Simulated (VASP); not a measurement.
# Tl (I4/mmm) in VASP: notebook

The runs below take Tl through electric field gradients, with LDA.

Everything below comes from runs of VASP 6.6.1. Logs are shortened: lines on timing, memory, paths and dates and some standing lists are left out, and cuts for length are marked.

### Step 1. The cell of the first run

It takes space group I4/mmm (No. 139, tetragonal). The conventional cell has a = 3.843 Å, b = 3.843 Å, c = 3.882 Å, α = 90.00°, β = 90.00°, γ = 90.00°. Tl (site symmetry 4/mmm) has 14 Tl at 3.34 to 3.88 Å within 4.4 Å.

This isn't the form of Tl at room conditions, which is hcp.

### Step 2. Electric field gradients, LDA (equal xx and yy strain of -1 %)

The input, INCAR:

```
  PREC = Accurate
  ENCUT = 520
  EDIFF = 1E-8
  ISMEAR = -1
  SIGMA = 0.05
  LREAL = False
  LASPH = True
  NELM = 100
  ALGO = Normal
  ISIF = 2
  LWAVE = False
  LCHARG = False
  LEFG = True
  NBANDS = 12
```

The input, KPOINTS:

```
regular mesh
0
Gamma
  13 13 13
```

The input, POSCAR:

```
Tl
1.0
   -1.9215900000      1.9215900000      1.9410000000
    1.9215900000     -1.9215900000      1.9410000000
    1.9215900000      1.9215900000     -1.9410000000
Tl
1
Direct
    0.0000000000      0.0000000000      0.0000000000
```

Potentials or basis: VASP PAW LDA potentials, release 64 (Tl_d).

The run is started by

```console
> cat potpaw_LDA.64/Tl_d/POTCAR > POTCAR
> mpirun -np 1 vasp_std > vasp.out
```

OUTCAR:

```text
PREC = Accurate
   ENCUT = 520
   EDIFF = 1E-8
   ISMEAR = -1
   LREAL = False
   LASPH = True
   NELM = 100
   ISIF = 2

 ion  position               nearest neighbor table
   1  0.000  0.000  0.000-

  LATTYP: Found a body centered tetragonal cell.
 ALAT       =     3.8431800000
 C/A-ratio  =     1.0101010101

  Lattice vectors:

 A1 = (  -1.9215900000,   1.9215900000,   1.9410000000)
 A2 = (   1.9215900000,  -1.9215900000,   1.9410000000)
 A3 = (   1.9215900000,   1.9215900000,  -1.9410000000)

Analysis of symmetry for initial positions (statically):
=====================================================================
 Subroutine PRICEL returns:
 Original cell was already a primitive cell.

 Routine SETGRP: Setting up the symmetry group for a
 body centered tetragonal supercell.

 Subroutine GETGRP returns: Found 16 space group operations
 (whereof 16 operations were pure point group operations)
 out of a pool of 16 trial point group operations.

The static configuration has the point symmetry D_4h.

Analysis of symmetry for dynamics (positions and initial velocities):
=====================================================================
 Subroutine PRICEL returns:
 Original cell was already a primitive cell.

 Routine SETGRP: Setting up the symmetry group for a
 body centered tetragonal supercell.

 Subroutine GETGRP returns: Found 16 space group operations
 (whereof 16 operations were pure point group operations)
 out of a pool of 16 trial point group operations.

The dynamic configuration has the point symmetry D_4h.

 Subroutine INISYM returns: Found 16 space group operations
 (whereof 16 operations are pure point group operations),
 and found     1 'primitive' translations

----------------------------------------------------------------------------------------

                                     Primitive cell

  volume of cell :      28.6686

  direct lattice vectors                    reciprocal lattice vectors
    -1.921590000  1.921590000  1.941000000     0.000000000  0.260201188  0.257599176
     1.921590000 -1.921590000  1.941000000     0.260201188  0.000000000  0.257599176
     1.921590000  1.921590000 -1.941000000     0.260201188  0.260201188  0.000000000

  length of vectors
[... 125 lines left out ...]

  energy without entropy =       -2.91733895  energy(sigma->0) =       -2.92000377

 E-fermi :   6.2174     XC(G=0): -10.4941

 val. band max:        6.2021567508   @ k =  -0.1538  -0.3846   0.1538
 cond. band min:       6.2183570475   @ k =  -0.3846   0.3846   0.1538
 fundamental gap:      0.0162002967
 Fermi energy:         6.2173789946

 k-point     1 :       0.0000    0.0000    0.0000
  band No.  band energies     occupation
      1      -5.3642      2.00000
      2      -5.3642      2.00000
      3      -5.3510      2.00000
      4      -4.9298      2.00000
      5      -4.9169      2.00000
      6      -3.7854      2.00000
      7      16.9399      0.00000
      8      17.0214      0.00000
      9      17.0214      0.00000
     10      18.5317      0.00000
     11      18.6597      0.00000
     12      18.6597      0.00000
[... 331 lines left out ...]
 k-point    24 :       0.4615    0.1538    0.0000
  band No.  band energies     occupation
      1      -5.5118      2.00000
      2      -5.3979      2.00000
      3      -4.9760      2.00000
      4      -4.9536      2.00000
      5      -4.7339      2.00000
      6       1.1899      2.00000
      7       4.3387      2.00000
      8       9.6720      0.00000
      9      12.8583      0.00000
     10      17.7655      0.00000
     11      20.4042      0.00000
     12      20.9803      0.00000

 [... further k-points ...]

------------------------ aborting loop because EDIFF is reached ----------------------------------------

  FORCE on cell =-STRESS in cart. coord.  units (eV):
  Direction    XX          YY          ZZ          XY          YZ          ZX
  --------------------------------------------------------------------------------------
  -------------------------------------------------------------------------------------
  Total       -0.3399026     -0.3399026     -0.3019636      0.0000000     -0.0000000      0.0000000
  in kB      -18.9958189    -18.9958189    -16.8755578      0.0000000     -0.0000000      0.0000000
  external PRESSURE =     -18.2890652 kB  Pullay stress =       0.0000000 kB

 VOLUME and BASIS-vectors are now :
 -----------------------------------------------------------------------------
  energy-cutoff  :      520.00
  volume of cell :       28.67
      direct lattice vectors                 reciprocal lattice vectors
    -1.921590000  1.921590000  1.941000000     0.000000000  0.260201188  0.257599176
     1.921590000 -1.921590000  1.941000000     0.260201188  0.000000000  0.257599176
     1.921590000  1.921590000 -1.941000000     0.260201188  0.260201188  0.000000000

 POSITION                                       TOTAL-FORCE (eV/Angst)
 -----------------------------------------------------------------------------------
      0.00000      0.00000      0.00000        -0.000000      0.000000      0.000000
 -----------------------------------------------------------------------------------
    total drift:                               -0.000000     -0.000000     -0.000000

  FREE ENERGIE OF THE ION-ELECTRON SYSTEM (eV)
  ---------------------------------------------------
  free  energy   TOTEN  =        -2.9226685979 eV

  energy  without entropy=       -2.9173389511  energy(sigma->0) =       -2.92000377

 Electric field gradients (V/A^2)
---------------------------------------------------------------------
 ion       V_xx      V_yy      V_zz      V_xy      V_xz      V_yz
---------------------------------------------------------------------
   1       0.071     0.071    -0.141     0.001     0.001     0.001
---------------------------------------------------------------------

 Electric field gradients after diagonalization (V/A^2)
 (convention: |V_zz| > |V_xx| > |V_yy|)
----------------------------------------------------------------------
 ion       V_xx      V_yy      V_zz     asymmetry (V_yy - V_xx)/ V_zz
----------------------------------------------------------------------
   1       0.071     0.070    -0.141       0.009
----------------------------------------------------------------------

           NMR quadrupolar parameters

 Cq : quadrupolar parameter    Cq=e*Q*V_zz/h
 eta: asymmetry parameters     (V_yy - V_xx)/ V_zz
 Q  : nuclear electric quadrupole moment in mb (millibarn)
----------------------------------------------------------------------
 ion       Cq(MHz)       eta       Q (mb)
----------------------------------------------------------------------
   1      -0.000       0.009       1.000
----------------------------------------------------------------------
```

It took 1.7 min on 1 thread of Intel Xeon 8259CL, shared host; peak memory 0.19 GiB.

Results:

```
Free energy                             : -2.9227 eV
Pressure                                : -1.8 GPa
Band gap on the k mesh                  : zero (an odd number of electrons rules out a gap without spin polarisation)
Largest electric field gradient by atom : Tl -0.14 V/Å²
```

Stress tensor (GPa, compression positive):
```
-1.90  0.00  0.00
 0.00 -1.90  0.00
 0.00  0.00 -1.69
```

Caveat: the cell differs from its parent crystal (equal xx and yy strain of -1 %); without QUAD_EFG the Cq values of the log hold for a quadrupole moment of 1 mb, not for the nuclei; spin-orbit coupling is left out, which moves the levels of the heavy elements.

### Step 3. Electric field gradients, LDA (zz strain of -2 %)

The input, INCAR:

```
SYSTEM = Tl
ALGO = Normal
EDIFF = 1E-8
ENCUT = 520
GGA = CA
ISIF = 2
ISMEAR = -1
LASPH = .True.
LCHARG = .False.
LEFG = .True.
LREAL = .False.
LWAVE = .False.
NBANDS = 12
NELM = 100
PREC = Accurate
SIGMA = 0.05
```

The input, KPOINTS:

```
k-points
0
Gamma
  13 13 13
  0 0 0
```

The input, POSCAR:

```
Tl
1.0
   -1.9410000000      1.9410000000      1.9021800000
    1.9410000000     -1.9410000000      1.9021800000
    1.9410000000      1.9410000000     -1.9021800000
Tl
1
Direct
    0.0000000000      0.0000000000      0.0000000000
```

Potentials or basis: VASP PAW LDA potentials, release 64 (Tl_d).

The run is started by

```console
> cat potpaw_LDA.64/Tl_d/POTCAR > POTCAR
> mpirun -np 1 vasp_std > vasp.out
```

OUTCAR:

```text
SYSTEM = Tl
   EDIFF = 1E-8
   ENCUT = 520
   GGA = CA
   ISIF = 2
   ISMEAR = -1
   LASPH = .True.
   LREAL = .False.
   NELM = 100
   PREC = Accurate

 ion  position               nearest neighbor table
   1  0.000  0.000  0.000-

  LATTYP: Found a body centered tetragonal cell.
 ALAT       =     3.8820000000
 C/A-ratio  =     0.9800000000

  Lattice vectors:

 A1 = (  -1.9410000000,   1.9410000000,   1.9021800000)
 A2 = (   1.9410000000,  -1.9410000000,   1.9021800000)
 A3 = (   1.9410000000,   1.9410000000,  -1.9021800000)

Analysis of symmetry for initial positions (statically):
=====================================================================
 Subroutine PRICEL returns:
 Original cell was already a primitive cell.

 Routine SETGRP: Setting up the symmetry group for a
 body centered tetragonal supercell.

 Subroutine GETGRP returns: Found 16 space group operations
 (whereof 16 operations were pure point group operations)
 out of a pool of 16 trial point group operations.

The static configuration has the point symmetry D_4h.

Analysis of symmetry for dynamics (positions and initial velocities):
=====================================================================
 Subroutine PRICEL returns:
 Original cell was already a primitive cell.

 Routine SETGRP: Setting up the symmetry group for a
 body centered tetragonal supercell.

 Subroutine GETGRP returns: Found 16 space group operations
 (whereof 16 operations were pure point group operations)
 out of a pool of 16 trial point group operations.

The dynamic configuration has the point symmetry D_4h.

 Subroutine INISYM returns: Found 16 space group operations
 (whereof 16 operations are pure point group operations),
 and found     1 'primitive' translations

----------------------------------------------------------------------------------------

                                     Primitive cell

  volume of cell :      28.6657

  direct lattice vectors                    reciprocal lattice vectors
    -1.941000000  1.941000000  1.902180000     0.000000000  0.257599176  0.262856302
     1.941000000 -1.941000000  1.902180000     0.257599176  0.000000000  0.262856302
     1.941000000  1.941000000 -1.902180000     0.257599176  0.257599176  0.000000000

  length of vectors
     3.339648298  3.339648298  3.339648298     0.368036371  0.368036371  0.364300248

  position of ions in fractional coordinates (direct lattice)
     0.000000000  0.000000000  0.000000000

  ion indices of the primitive-cell ions
   primitive index   ion index
                 1           1

----------------------------------------------------------------------------------------

 KPOINTS: k-points

Automatic generation of k-mesh.
 Grid dimensions read from file:
 generate k-points for:   13   13   13

 Generating k-lattice:

  Cartesian coordinates                     Fractional coordinates (reciprocal lattice)
     0.000000000  0.019815321  0.020219716     0.076923077 -0.000000000  0.000000000
     0.019815321  0.000000000  0.020219716    -0.000000000  0.076923077  0.000000000
     0.019815321  0.019815321  0.000000000     0.000000000  0.000000000  0.076923077
[... 73 lines left out ...]
   EFERMI_NEDOS =   21; number of points for ismear=-14 and -15
   IALGO  =     38    algorithm
   IMIX   =      4    mixing-type and parameters
     AMIX     =   0.40;   BMIX     =  1.00
     AMIX_MAG =   1.60;   BMIX_MAG =  1.00
  volume/ion in A,a.u.               =      28.67       193.45
  Fermi-wavevector in a.u.,A,eV,Ry     =   1.257771  2.376843 21.524266  1.581989
  Thomas-Fermi vector in A             =   2.391414
   LORBIT       =      0    0 simple, 1 ext, 2 COOP (PROOUT), +10 PAW based schemes
   GGA     = CA    functional components
   LHFCALC =     F    Hartree Fock is set to
   AEXX    =    0.0000 exact exchange contribution
   IVDW    =     0    specifies the selected vdW correction
   LEPSILON=     F    determine dielectric tensor
   LRPA    =     F    only Hartree local field effects (RPA)
 non-spin polarized calculation
  energy-cutoff  :      520.00
  volume of cell :       28.67
 maximum number of plane-waves:       787
 NGX is ok and might be reduce to    28
   NGX = 13   NGY = 13   NGZ = 13

 number of electron      12.9999999 magnetization

 Free energy of the ion-electron system (eV)
  ---------------------------------------------------
  ext. energy  EPLUGINS =         0.00000000
  ---------------------------------------------------
  free energy    TOTEN  =        -2.92299279 eV

  energy without entropy =       -2.91783356  energy(sigma->0) =       -2.92041318

 E-fermi :   6.2143     XC(G=0): -10.4945

 val. band max:        6.1955806736   @ k =  -0.3077   0.4615   0.0769
 cond. band min:       6.2222170356   @ k =   0.2308   0.2308   0.2308
 fundamental gap:      0.0266363620
 Fermi energy:         6.2142902120

 k-point     1 :       0.0000    0.0000    0.0000
  band No.  band energies     occupation
      1      -5.3766      2.00000
      2      -5.3491      2.00000
      3      -5.3491      2.00000
      4      -4.9362      2.00000
      5      -4.9094      2.00000
      6      -3.7851      2.00000
      7      16.9198      0.00000
      8      16.9198      0.00000
      9      17.1231      0.00000
     10      18.5565      0.00000
     11      18.5565      0.00000
     12      18.7843      0.00000
[... 331 lines left out ...]
 k-point    24 :       0.4615    0.1538   -0.0000
  band No.  band energies     occupation
      1      -5.5177      2.00000
      2      -5.4020      2.00000
      3      -4.9649      2.00000
      4      -4.9475      2.00000
      5      -4.7302      2.00000
      6       1.2085      2.00000
      7       4.4104      2.00000
      8       9.5616      0.00000
      9      12.7724      0.00000
     10      17.5410      0.00000
     11      20.2740      0.00000
     12      21.6290      0.00000

 [... further k-points ...]

------------------------ aborting loop because EDIFF is reached ----------------------------------------

  FORCE on cell =-STRESS in cart. coord.  units (eV):
  Direction    XX          YY          ZZ          XY          YZ          ZX
  --------------------------------------------------------------------------------------
  -------------------------------------------------------------------------------------
  Total       -0.3075499     -0.3075499     -0.3618382      0.0000000     -0.0000000     -0.0000000
  in kB      -17.1895074    -17.1895074    -20.2237805      0.0000000     -0.0000000     -0.0000000
  external PRESSURE =     -18.2009318 kB  Pullay stress =       0.0000000 kB

 VOLUME and BASIS-vectors are now :
 -----------------------------------------------------------------------------
  energy-cutoff  :      520.00
  volume of cell :       28.67
      direct lattice vectors                 reciprocal lattice vectors
    -1.941000000  1.941000000  1.902180000     0.000000000  0.257599176  0.262856302
     1.941000000 -1.941000000  1.902180000     0.257599176  0.000000000  0.262856302
     1.941000000  1.941000000 -1.902180000     0.257599176  0.257599176  0.000000000

 POSITION                                       TOTAL-FORCE (eV/Angst)
 -----------------------------------------------------------------------------------
      0.00000      0.00000      0.00000         0.000000      0.000000      0.000000
 -----------------------------------------------------------------------------------
    total drift:                               -0.000000     -0.000000     -0.000000

  FREE ENERGIE OF THE ION-ELECTRON SYSTEM (eV)
  ---------------------------------------------------
  free  energy   TOTEN  =        -2.9229927864 eV

  energy  without entropy=       -2.9178335643  energy(sigma->0) =       -2.92041318

 Electric field gradients (V/A^2)
---------------------------------------------------------------------
 ion       V_xx      V_yy      V_zz      V_xy      V_xz      V_yz
---------------------------------------------------------------------
   1       0.642     0.642    -1.283     0.001     0.001     0.001
---------------------------------------------------------------------

 Electric field gradients after diagonalization (V/A^2)
 (convention: |V_zz| > |V_xx| > |V_yy|)
----------------------------------------------------------------------
 ion       V_xx      V_yy      V_zz     asymmetry (V_yy - V_xx)/ V_zz
----------------------------------------------------------------------
   1       0.642     0.641    -1.283       0.001
----------------------------------------------------------------------

           NMR quadrupolar parameters

 Cq : quadrupolar parameter    Cq=e*Q*V_zz/h
 eta: asymmetry parameters     (V_yy - V_xx)/ V_zz
 Q  : nuclear electric quadrupole moment in mb (millibarn)
----------------------------------------------------------------------
 ion       Cq(MHz)       eta       Q (mb)
----------------------------------------------------------------------
   1      -0.003       0.001       1.000
----------------------------------------------------------------------
```

OSZICAR:

```text
N       E                     dE             d eps       ncg     rms          rms(c)
DAV:   1     0.505766884217E+02    0.50577E+02   -0.67340E+03  5048   0.942E+02
DAV:   2    -0.234916312939E+01   -0.52926E+02   -0.51923E+02  5372   0.214E+02
DAV:   3    -0.295341431758E+01   -0.60425E+00   -0.60380E+00  5584   0.207E+01
DAV:   4    -0.295611488546E+01   -0.27006E-02   -0.27005E-02  5268   0.161E+00
DAV:   5    -0.295614677491E+01   -0.31889E-04   -0.31890E-04  5496   0.168E-01    0.220E+00
DAV:   6    -0.292859991761E+01    0.27547E-01   -0.43060E-02  5064   0.194E+00    0.155E+00
DAV:   7    -0.292344523254E+01    0.51547E-02   -0.12926E-02  5224   0.103E+00    0.648E-01
DAV:   8    -0.292299200245E+01    0.45323E-03   -0.52233E-04  5236   0.232E-01    0.313E-02
DAV:   9    -0.292299301889E+01   -0.10164E-05   -0.28239E-06  5456   0.189E-02    0.515E-03
DAV:  10    -0.292299278482E+01    0.23408E-06   -0.40333E-07  5460   0.682E-03    0.344E-04
DAV:  11    -0.292299278639E+01   -0.15684E-08   -0.73845E-09  3348   0.798E-04
   1 F= -.29229928E+01 E0= -.29204132E+01  d E =-.515922E-02
```

stdout:

```text
POSCAR found type information on POSCAR Tl
 POSCAR found :  1 types and       1 ions
 scaLAPACK will be used
 LDA part: xc-table for (Slater(with rela. corr.)+CA(PZ))
 , standard interpolation
 POSCAR, INCAR and KPOINTS ok, starting setup
 FFT: planning ... GRIDC
 FFT: planning ... GRID_SOFT
 FFT: planning ... GRID
 WAVECAR not read
 entering main loop
ion   1
```

It took 92 s on 1 thread of Intel Xeon 8259CL, shared host; peak memory 0.19 GiB.

Results:

- Free energy: -2.9230 eV
- Pressure: -1.8 GPa
- Band gap on the k mesh: zero (an odd number of electrons rules out a gap without spin polarisation)
- Largest electric field gradient by atom: Tl -1.3 V/Å²

Electric field gradients, principal values (V/Å²):
```csv
atom,least,middle,greatest (by size)
1 Tl,0.641,0.642,-1.283
```

Caveat: the cell differs from its parent crystal (zz strain of -2 %); without QUAD_EFG the Cq values of the log hold for a quadrupole moment of 1 mb, not for the nuclei; spin-orbit coupling is left out, which moves the levels of the heavy elements.

(Continued in part 2 of 2.)

The gap in the log of VASP goes by the Fermi energy; the results here count the filled bands.